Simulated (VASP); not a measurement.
Cr2F: single point with PBE

Crystal: Cr2F.

```
Cr F
1.0
     4.22548    0.00000    0.00000
     0.00000    4.22548    0.00000
     0.00000    0.00000    5.08599
Cr F
4 2
Direct
  0.00000 0.30540 0.00000
  0.00000 0.69460 0.00000
  0.30540 0.00000 0.50000
  0.69460 0.00000 0.50000
  0.50000 0.50000 0.00000
  0.50000 0.50000 0.50000
```

The cell was built from a structure type or drawn by symmetry, and may not be a known phase.

```yaml
Program: VASP 6.6.1
Task: single point
Functional: PBE
Potentials_or_basis: VASP PAW PBE potentials, release 64 (Cr_pv, F)
Cutoff: 520 eV
k_mesh: 4 × 4 × 4
Occupations: gaussian, width 0.1 eV
Spin: collinear spin, ferromagnetic start
Starting_moments: "[3.0, 3.0, 3.0, 3.0, 0.0, 0.0] μB"
```

The pressure is 8.2 GPa. The largest force is 4.628 eV/Å and the band gap on the k mesh is zero (filled and empty bands overlap). The net moment is 0.00 μB per cell and the valence electrons inside the program's atomic spheres are Cr 11.29; F 6.05.

Forces on the atoms (eV/Å):
```
Cr   0.000 -4.628  0.000
Cr   0.000  4.628  0.000
Cr  -4.628  0.000  0.000
Cr   4.628  0.000  0.000
F    0.000  0.000  0.000
F    0.000  0.000  0.000
```

Stress tensor (GPa, compression positive):
```
12.36  0.00  0.00
 0.00 12.36  0.00
 0.00  0.00 -0.21
```

Levels at points of the mesh, in eV from the Fermi level:
Spin up:
| k point | band 28 | band 29 | band 30 | band 31 | band 32 | band 33 | band 34 | band 35 |
| --- | --- | --- | --- | --- | --- | --- | --- | --- |
| (0.00, 0.00, 0.00) | -1.25 | -1.25 | -1.16 | -0.21 | 0.50 | 1.23 | 1.23 | 1.59 |
| (0.50, 0.00, 0.00) | -1.13 | -0.71 | -0.68 | 0.12 | 0.44 | 0.61 | 0.65 | 1.19 |
| (0.50, 0.50, 0.00) | -0.86 | -0.57 | -0.44 | -0.44 | 0.06 | 0.35 | 0.35 | 0.48 |
| (0.00, 0.00, 0.50) | -1.55 | -1.28 | -1.28 | -0.63 | -0.63 | 0.97 | 0.97 | 1.37 |
| (0.50, 0.00, 0.50) | -0.91 | -0.77 | -0.75 | -0.30 | 0.29 | 0.93 | 1.02 | 1.13 |
| (0.50, 0.50, 0.50) | -1.23 | -0.48 | -0.48 | -0.36 | -0.36 | 0.57 | 0.57 | 0.88 |
Spin down:
| k point | band 28 | band 29 | band 30 | band 31 | band 32 | band 33 | band 34 | band 35 |
| --- | --- | --- | --- | --- | --- | --- | --- | --- |
| (0.00, 0.00, 0.00) | -1.25 | -1.25 | -1.16 | -0.22 | 0.50 | 1.23 | 1.23 | 1.59 |
| (0.50, 0.00, 0.00) | -1.14 | -0.71 | -0.68 | 0.12 | 0.44 | 0.61 | 0.65 | 1.19 |
| (0.50, 0.50, 0.00) | -0.86 | -0.57 | -0.44 | -0.44 | 0.06 | 0.35 | 0.35 | 0.48 |
| (0.00, 0.00, 0.50) | -1.55 | -1.28 | -1.28 | -0.63 | -0.63 | 0.97 | 0.97 | 1.37 |
| (0.50, 0.00, 0.50) | -0.91 | -0.77 | -0.75 | -0.30 | 0.29 | 0.93 | 1.02 | 1.13 |
| (0.50, 0.50, 0.50) | -1.23 | -0.48 | -0.48 | -0.36 | -0.36 | 0.57 | 0.57 | 0.88 |

Wall time 96 s on 1 thread of Intel(R) Xeon(R) Platinum 8375C CPU @ 2.90GHz (Ice Lake), on a shared host, peak memory 0.28 GiB.

Caveat: the k points lie up to 0.37 Å⁻¹ apart, too coarse for converged energies and pressures of a metal; atoms lie so close that the PAW spheres overlap strongly, which falsifies energies and pressures; forces of over 1 eV/Å act on the atoms, so gaps and moduli don't describe the material at rest. With open d or f shells a metallic result of PBE can be an artefact of self-interaction; +U or a hybrid may open a gap.
